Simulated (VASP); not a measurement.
# ZnO (P6_3mc) in VASP: further runs

ZnO is run at these levels: r2SCAN; tasks: single point.

Everything below comes from runs of VASP 6.6.1. Logs are shortened: lines on timing, memory, paths and dates and some standing lists are left out, and cuts for length are marked.

**1. The cell of the first run**

The structure is hexagonal, space group P6_3mc (No. 186). The conventional cell has a = 3.101 Å, b = 3.101 Å, c = 4.991 Å, α = 90.00°, β = 90.00°, γ = 120.00°. Within 2.5 Å of Zn (site symmetry 3m) lie 4 O at 1.89 to 1.90 Å. O (site symmetry 3m) has 4 Zn at 1.89 to 1.90 Å within 2.5 Å.

**2. Single point, r2SCAN (volume scaled by 0.88, then relaxed in part)**

File POSCAR:

```
ZnO
1.0
    3.1010732281      0.0000000000      0.0000000000
   -1.5505366141      2.6856081946      0.0000000000
    0.0000000000      0.0000000000      4.9913143411
Zn O
2 2
Direct
    0.3333333333      0.6666666667      0.4996273842
    0.6666666667      0.3333333333     -0.0003726158
    0.6666666667      0.3333333333      0.3793826158
    0.3333333333      0.6666666667      0.8793826158
```

File INCAR.step1:

```
SYSTEM = ZnO
  PREC = Accurate
  ENCUT = 520
  ISMEAR = 0
  SIGMA = 0.02
  LREAL = .FALSE.
  LASPH = .TRUE.
  NELM = 100
  NBANDS = 26
  GGA = PE
  ALGO = Normal
  EDIFF = 1E-4
  LWAVE = .TRUE.
  LCHARG = .FALSE.
```

File INCAR.step2:

```
SYSTEM = ZnO
  PREC = Accurate
  ENCUT = 520
  EDIFF = 1E-7
  ISMEAR = 0
  SIGMA = 0.02
  LREAL = .FALSE.
  LASPH = .TRUE.
  NELM = 100
  ALGO = Normal
  ISIF = 2
  LWAVE = .FALSE.
  LCHARG = .TRUE.
  METAGGA = R2SCAN
  LMIXTAU = .TRUE.
  LELF = .TRUE.
  LVHAR = .TRUE.
  NBANDS = 26
  ISTART = 1
```

File KPOINTS:

```
regular mesh
0
G
  12 12 6
  0 0 0
```

Potentials or basis: VASP PAW PBE potentials, release 64 (Zn, O).

Launch:

```sh
$ cat potpaw_PBE.64/Zn/POTCAR potpaw_PBE.64/O/POTCAR > POTCAR
$ cp INCAR.step1 INCAR
$ mpirun -np 1 vasp_std > vasp.out
$ cp INCAR.step2 INCAR
$ mpirun -np 1 vasp_std > vasp.out
```

OUTCAR:

```text
SYSTEM = ZnO
   PREC = Accurate
   ENCUT = 520
   EDIFF = 1E-7
   ISMEAR = 0
   LREAL = .FALSE.
   LASPH = .TRUE.
   NELM = 100
   ISIF = 2
   METAGGA = R2SCAN
   ISTART = 1

 ion  position               nearest neighbor table
   1  0.333  0.667  0.500-   3 1.89   3 1.89   3 1.89   4 1.90
   2  0.667  0.333  1.000-   4 1.89   4 1.89   4 1.89   3 1.90
   3  0.667  0.333  0.379-   1 1.89   1 1.89   1 1.89   2 1.90
   4  0.333  0.667  0.879-   2 1.89   2 1.89   2 1.89   1 1.90

  LATTYP: Found a hexagonal cell.
 ALAT       =     3.1010732281
 C/A-ratio  =     1.6095441720

  Lattice vectors:

 A1 = (   3.1010732281,   0.0000000000,   0.0000000000)
 A2 = (  -1.5505366141,   2.6856081946,   0.0000000000)
 A3 = (   0.0000000000,   0.0000000000,   4.9913143411)

Analysis of symmetry for initial positions (statically):
=====================================================================
 Subroutine PRICEL returns:
 Original cell was already a primitive cell.

 Routine SETGRP: Setting up the symmetry group for a
 hexagonal supercell.

 Subroutine GETGRP returns: Found 12 space group operations
 (whereof  6 operations were pure point group operations)
 out of a pool of 24 trial point group operations.

The static configuration has the point symmetry C_3v.
 The point group associated with its full space group is C_6v.

Analysis of symmetry for dynamics (positions and initial velocities):
=====================================================================
 Subroutine PRICEL returns:
 Original cell was already a primitive cell.

 Routine SETGRP: Setting up the symmetry group for a
 hexagonal supercell.

 Subroutine GETGRP returns: Found 12 space group operations
 (whereof  6 operations were pure point group operations)
 out of a pool of 24 trial point group operations.

The dynamic configuration has the point symmetry C_3v.
 The point group associated with its full space group is C_6v.

 Subroutine INISYM returns: Found 12 space group operations
 (whereof  6 operations are pure point group operations),
 and found     1 'primitive' translations

----------------------------------------------------------------------------------------

                                     Primitive cell

  volume of cell :      41.5690

  direct lattice vectors                    reciprocal lattice vectors
     3.101073228  0.000000000  0.000000000     0.322469006  0.186177567  0.000000000
    -1.550536614  2.685608195  0.000000000     0.000000000  0.372355134  0.000000000
[... 86 lines left out ...]
   LASPH  =      T    aspherical Exc in radial PAW
   ENCUT  =  520.0 eV  38.22 Ry    6.18 a.u.   5.77  5.77  9.28*2*pi/ulx,y,z
   NELM   =    100;   NELMIN=  2; NELMDL=  0     # of ELM steps
   EDIFF  = 0.1E-06   stopping-criterion for ELM
   LREAL  =      F    real-space projection
   EDIFFG = 0.1E-05   stopping-criterion for IOM
   NSW    =      0    number of steps for IOM
   IBRION =     -1    ionic relax: 0-MD 1-quasi-New 2-CG
   NFREE  =      0    steps in history (QN), initial steepest desc. (CG)
   ISIF   =      2    stress and relaxation
   ISYM   =      2    0-nonsym 1-usesym 2-fastsym
   POTIM  = 0.5000    time-step for ionic-motion
   TEBEG  =    0.0;   TEEND  =   0.0 temperature during run
   PSTRESS=    0.0 pullay stress
   NELECT =      36.0000    total number of electrons
   NUPDOWN=      -1.0000    fix difference up-down
   EMIN   =  10.00;   EMAX   =-10.00  energy-range for DOS
   EFERMI =   0.00;   METHOD = LEGACY
   ISMEAR =     0;   SIGMA  =   0.02  broadening in eV -4-tet -1-fermi 0-gaus
   EFERMI_NEDOS =   21; number of points for ismear=-14 and -15
   IALGO  =     38    algorithm
   IMIX   =      4    mixing-type and parameters
     AMIX     =   0.40;   BMIX     =  1.00
     AMIX_MAG =   1.60;   BMIX_MAG =  1.00
  volume/ion in A,a.u.               =      10.39        70.13
  Fermi-wavevector in a.u.,A,eV,Ry     =   1.560459  2.948841 33.130641  2.435033
  Thomas-Fermi vector in A             =   2.663668
   LORBIT       =      0    0 simple, 1 ext, 2 COOP (PROOUT), +10 PAW based schemes
   METAGGA = R2SCAN    functional components
   LHFCALC =     F    Hartree Fock is set to
   AEXX    =    0.0000 exact exchange contribution
   IVDW    =     0    specifies the selected vdW correction
   LEPSILON=     F    determine dielectric tensor
   LRPA    =     F    only Hartree local field effects (RPA)
 non-spin polarized calculation
 Gauss-broadening in eV      SIGMA  =   0.02
  energy-cutoff  :      520.00
  volume of cell :       41.57
 maximum number of plane-waves:      1134
 NGX is ok and might be reduce to    24
   NGX = 11   NGY = 11   NGZ = 19

 number of electron      36.0000006 magnetization

 Free energy of the ion-electron system (eV)
  ---------------------------------------------------
  ext. energy  EPLUGINS =         0.00000000
  ---------------------------------------------------
  free energy    TOTEN  =       -35.86295147 eV

  energy without entropy =      -35.86295147  energy(sigma->0) =      -35.86295147

 E-fermi :   2.3628     XC(G=0): -12.4773

 val. band max:        2.2091418616   @ k =   0.0000   0.0000   0.0000
 cond. band min:       3.6365516343   @ k =   0.0000   0.0000   0.0000
 fundamental gap:      1.4274097728
 Fermi energy:         2.3628292193

 k-point     1 :       0.0000    0.0000    0.0000
  band No.  band energies     occupation
      1     -18.1144      2.00000
      2     -17.2067      2.00000
      3      -4.6811      2.00000
      4      -4.4274      2.00000
      5      -4.4274      2.00000
      6      -4.3475      2.00000
[... 685 lines left out ...]
     25      17.2221      0.00000
     26      18.1169      0.00000

 [... further k-points ...]
[... 5 lines left out ...]
  --------------------------------------------------------------------------------------
  -------------------------------------------------------------------------------------
  Total        7.1036649      7.1036649      7.0870238     -0.0000000     -0.0000000      0.0000000
  in kB      273.7936996    273.7936996    273.1523112     -0.0000000     -0.0000000      0.0000000
  external PRESSURE =     273.5799035 kB  Pullay stress =       0.0000000 kB

 VOLUME and BASIS-vectors are now :
 -----------------------------------------------------------------------------
  energy-cutoff  :      520.00
  volume of cell :       41.57
      direct lattice vectors                 reciprocal lattice vectors
     3.101073228  0.000000000  0.000000000     0.322469006  0.186177567  0.000000000
    -1.550536614  2.685608195  0.000000000     0.000000000  0.372355134  0.000000000
     0.000000000  0.000000000  4.991314341     0.000000000  0.000000000  0.200348031

 POSITION                                       TOTAL-FORCE (eV/Angst)
 -----------------------------------------------------------------------------------
     -0.00000      1.79041      2.49380         0.000000      0.000000     -0.012256
      1.55054      0.89520      4.98945        -0.000000      0.000000     -0.012256
      1.55054      0.89520      1.89362        -0.000000      0.000000      0.012256
     -0.00000      1.79041      4.38928        -0.000000      0.000000      0.012256
 -----------------------------------------------------------------------------------
    total drift:                               -0.000000     -0.000000     -0.069625

  FREE ENERGIE OF THE ION-ELECTRON SYSTEM (eV)
  ---------------------------------------------------
  free  energy   TOTEN  =       -35.8629514723 eV

  energy  without entropy=      -35.8629514723  energy(sigma->0) =      -35.86295147
```

It took 94 s on 1 thread of Intel Xeon 6975P-C (Granite Rapids), shared host; peak memory 0.21 GiB.

What came out:

```
Free energy            : -35.8630 eV
Pressure               : 27.4 GPa
Largest force          : 0.012 eV/Å
Band gap on the k mesh : 1.43 eV, direct
```

Forces in eV/Å, atoms in the order of the input:
```
Zn   0.000  0.000 -0.012
Zn   0.000  0.000 -0.012
O    0.000  0.000  0.012
O    0.000  0.000  0.012
```

Caveat: the PAW data sets were made with another functional, which shifts forces and pressure a little.

**3. Single point, r2SCAN (volume scaled by 0.91, then relaxed in part)**

File POSCAR:

```
ZnO
1.0
    3.1355175119      0.0000000000      0.0000000000
   -1.5677587560      2.7154378193      0.0000000000
    0.0000000000      0.0000000000      5.0486960319
Zn O
2 2
Direct
    0.3333333333      0.6666666667      0.4996598543
    0.6666666667      0.3333333333     -0.0003401457
    0.6666666667      0.3333333333      0.3793501457
    0.3333333333      0.6666666667      0.8793501457
```

File INCAR.step1:

```
  ALGO = Normal
  EDIFF = 1E-4
  ENCUT = 520
  GGA = PE
  ISMEAR = 0
  LASPH = T
  LCHARG = F
  LREAL = F
  LWAVE = T
  NBANDS = 26
  NELM = 100
  PREC = Accurate
  SIGMA = 0.02
```

File INCAR.step2:

```
  ALGO = Normal
  EDIFF = 1E-6
  ENCUT = 520
  ISIF = 2
  ISMEAR = 0
  ISTART = 1
  LASPH = T
  LCHARG = F
  LMIXTAU = T
  LREAL = F
  LWAVE = F
  METAGGA = R2SCAN
  NBANDS = 26
  NELM = 100
  PREC = Accurate
  SIGMA = 0.02
```

File KPOINTS:

```
k-points
0
Gamma
  12 12 6
```

Potentials or basis: VASP PAW PBE potentials, release 64 (Zn, O).

Launch:

```sh
$ cat potpaw_PBE.64/Zn/POTCAR potpaw_PBE.64/O/POTCAR > POTCAR
$ cp INCAR.step1 INCAR
$ mpirun -np 1 vasp_std > vasp.out
$ cp INCAR.step2 INCAR
$ mpirun -np 1 vasp_std > vasp.out
```

Wall time 85 s (1 thread of Intel Xeon 6975P-C (Granite Rapids), shared host); peak memory 0.21 GiB.

The run converged. Its results:

- Free energy: -36.0689 eV
- Pressure: 19.1 GPa
- Largest force: 0.006 eV/Å
- Band gap on the k mesh: 1.38 eV, direct

Forces in eV/Å, atoms in the order of the input:
```
Zn   0.000  0.000 -0.006
Zn   0.000  0.000 -0.006
O    0.000  0.000  0.006
O    0.000  0.000  0.006
```

Stress tensor (GPa, compression positive):
```
19.11  0.00  0.00
 0.00 19.11  0.00
 0.00  0.00 19.19
```

Levels at points of the mesh, in eV from the valence-band top:
```
           k point  band 16  band 17  band 18  band 19  band 20  band 21
(0.00, 0.00, 0.00)    -0.13     0.00     0.00     1.38     6.23     9.17
(0.50, 0.00, 0.00)    -2.67    -1.47    -1.00     6.85     7.49     8.19
(0.00, 0.00, 0.50)    -0.46    -0.46    -0.46     4.17     4.17    11.23
(0.50, 0.00, 0.50)    -1.77    -1.60    -1.60     6.40     6.40     9.76
```

Caveat: the PAW data sets were made with another functional, which shifts forces and pressure a little.

(Continued in part 2 of 2.)
